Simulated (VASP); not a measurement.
## Nb: single point with LDA

Nb:

```xyz
1
Lattice="-1.6856 1.6856 1.6856 1.6856 -1.6856 1.6856 1.6856 1.6856 -1.6856" Properties=species:S:1:pos:R:3 pbc="T T T"
Nb    0.0000    0.0000    0.0000
```

This cell differs from its parent crystal: volume scaled by 1.12.

```json
{
 "Program": "VASP 6.6.1",
 "Task": "single point",
 "Functional": "LDA",
 "Potentials or basis": "VASP PAW LDA potentials, release 64 (Nb_sv)",
 "Cutoff": "520 eV",
 "k mesh": "22 × 22 × 22",
 "Occupations": "fermi-dirac, width 0.1 eV",
 "Spin": "no spin polarisation",
 "Dipole correction": "no",
 "Further INCAR settings": "ALGO = Normal; EDIFF = 1e-06; NBANDS = 12"
}
```

The pressure is -17.3 GPa.

Levels at points of the mesh, in eV from the Fermi level:
| k point | band 4 | band 5 | band 6 | band 7 | band 8 | band 9 | band 10 | band 11 |
| --- | --- | --- | --- | --- | --- | --- | --- | --- |
| (0.00, 0.00, 0.00) | -29.73 | -5.81 | 0.34 | 0.34 | 0.34 | 3.04 | 3.04 | 14.06 |
| (0.50, 0.00, 0.00) | -29.74 | -3.50 | -1.52 | 2.05 | 3.04 | 3.67 | 5.89 | 11.08 |
| (0.50, 0.50, 0.50) | -30.51 | -3.41 | -3.41 | 5.19 | 5.19 | 5.19 | 8.55 | 8.55 |

It took 22 s on 1 thread of Intel(R) Xeon(R) 6975P-C (Granite Rapids) (shared host), peak memory 0.18 GiB.
